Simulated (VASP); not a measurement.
CsPbCl3, 5 atoms in the cell. It takes space group Pm-3m (No. 221, cubic). The conventional cell has a = 5.605 Å, b = 5.605 Å, c = 5.605 Å, α = 90.00°, β = 90.00°, γ = 90.00°. Within 5.2 Å of Cs (site symmetry m-3m) lie 12 Cl at 3.96 Å and 8 Pb at 4.85 Å. Within 3.7 Å of Pb (site symmetry m-3m) lie 6 Cl at 2.80 Å. Within 3.7 Å of Cl (site symmetry 4/mmm) lie 2 Pb at 2.80 Å. 

```yaml
Program: VASP 6.6.1
Task: single point
Functional: LDA
Potentials_or_basis: VASP PAW LDA potentials, release 64 (Cs_sv, Pb_d, Cl)
Cutoff: 520 eV
k_mesh: 6 × 6 × 6
Occupations: gaussian, width 0.05 eV
Spin: no spin polarisation
Dipole_correction: no
Further_INCAR_settings: ALGO = Normal; EDIFF = 1e-06; NBANDS = 30
```

Potentials or basis: VASP PAW LDA potentials, release 64 (Cs_sv, Pb_d, Cl).

Launch:

```sh
$ cat potpaw_LDA.64/Cs_sv/POTCAR potpaw_LDA.64/Pb_d/POTCAR potpaw_LDA.64/Cl/POTCAR > POTCAR
$ mpirun -np 1 vasp_std > vasp.out
```

Hardware: 1 thread of Oxide Virtual Turin-like Processor, with other jobs on the host.

**Question.** How long does it take, and how much memory?

**Answer.** Wall time 2.3 min on 1 thread of Oxide Virtual Turin-like Processor, with other jobs on the host, peak memory 0.24 GiB. Counts: scf iterations 13, k points 20.
